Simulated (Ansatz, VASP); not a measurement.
Two plane-wave programs on SrO

```
Sr O
1.0
     3.55329    0.00000    0.00000
    -1.77664    3.07724    0.00000
     0.00000    0.00000    6.21730
Sr O
2 2
Direct
  0.34796 0.69591 0.25000
  0.66667 0.33333 0.75000
  0.00000 0.00000 0.00000
  0.00000 0.00000 0.50000
```

Change from the starting cell: one atom moved.

Alike in both runs: task single point; functional PBE; k mesh 9 × 9 × 6; occupations gaussian, width 0.02 eV; no spin polarisation.

|  | VASP | Ansatz |
| --- | --- | --- |
| version | VASP 6.6.1 | Ansatz 0.2.0 |
| potentials or method | VASP PAW PBE potentials, release 64 (Sr_sv, O), cutoff 520 eV | scalar-relativistic, plane waves, PAW |
| valence electrons in the cell | 32 | 32 |

```csv
,VASP,Ansatz,Ansatz less VASP
gap on the k mesh at the Fermi level (eV),3.07,3.08,+0.005
least direct gap on the mesh (eV),3.07,3.08,+0.005
pressure (GPa),2.1,1.6,-0.55
"traceless stress, the component that is largest in VASP (GPa)",0.13,0.08,-0.046
rms of the force components (eV/Å),0.106,0.101,-0.0056
```

Atom by atom the forces differ by 0.006 eV/Å (rms over components).
